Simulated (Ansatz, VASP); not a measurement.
Ge4N3 in VASP and in Ansatz

```xyz
7
Lattice="-2.5616 2.5616 4.2529 2.5616 -2.5616 4.2529 2.5616 2.5616 -4.2529" Properties=species:S:1:pos:R:3 pbc="T T T"
Ge    3.7845    1.0757    1.1052
Ge   -1.2229    1.4858    5.3581
Ge    1.0757    1.3386   -1.1052
Ge    1.4858    1.2229    3.1478
N     2.5616    0.0000    2.1265
N     0.0000    0.0000    2.2561
N     0.0000    0.0000    6.2498
```

Alike in both runs: functional PBE; k mesh 4 × 4 × 4; occupations gaussian, width 0.2 eV; no spin polarisation.

Ansatz relaxed the structure, and its values are those at the end. VASP's run is a single point on that final structure, the one shown.

|  | VASP | Ansatz |
| --- | --- | --- |
| version | VASP 6.6.1 | Ansatz 0.2.0 |
| potentials or method | VASP PAW PBE potentials, release 64 (Ge_d, N), cutoff 520 eV | scalar-relativistic, plane waves, PAW |
| valence electrons in the cell | 71 | 71 |

```csv
,VASP,Ansatz,Ansatz less VASP
gap on the k mesh at the Fermi level (eV),none,none,-
pressure (GPa),0.0,0.0,+0.02
rms of the force components (eV/Å),0.023,0.018,-0.0054
```

A gap of «none» marks a metal or a gap that the smearing closes.

The k mesh is coarse, so the values compare programs but aren't converged.
